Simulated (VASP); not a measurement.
Wanted: the native input for a VASP 6.6.1 run.

| Item | Value |
| --- | --- |
| Task | single point |
| Functional | PBEsol |
| Potentials or basis | VASP PAW PBE potentials, release 64 (Ru_pv) |
| Cutoff | 520 eV |
| k mesh | 20 × 20 × 12 |
| Occupations | fermi-dirac, width 0.1 eV |
| Spin | no spin polarisation |
| Dipole correction | no |
| Further INCAR settings | ALGO = Normal; EDIFF = 1e-06; NBANDS = 21 |

The structure of Ru lies in POSCAR:

```
Ru
1.0
    2.6664570253      0.0000000000      0.0000000000
   -1.3332285126      2.3092195220      0.0000000000
    0.0000000000      0.0000000000      4.2127365626
Ru
2
Direct
    0.3333333333      0.6666666667      0.2500000000
    0.6666666667      0.3333333333      0.7500000000
```

These files were run (other wordings do the same):

INCAR

```
PREC = Accurate
ENCUT = 520
EDIFF = 1E-6
ISMEAR = -1
SIGMA = 0.1
LREAL = F
LASPH = T
NELM = 60
ALGO = Normal
ISIF = 2
LWAVE = F
LCHARG = F
GGA = PS
NBANDS = 21
```

KPOINTS

```
regular mesh
0
Gamma
  20 20 12
```

Potentials or basis: VASP PAW PBE potentials, release 64 (Ru_pv).

The run is started by

```sh
$ cat potpaw_PBE.64/Ru_pv/POTCAR > POTCAR
$ mpirun -np 1 vasp_std > vasp.out
```

It gave:

The pressure is 10.1 GPa. The band gap on the k mesh is zero (bands 14 and 15 overlap by 3.49 eV).

Caveat: the cell stands under pressure; the PAW data sets were made with another functional, which shifts forces and pressure a little.

Wall time 44 s on 1 thread of AMD EPYC 9R45 96-Core Processor (Zen 5) (shared host), peak memory 0.21 GiB.
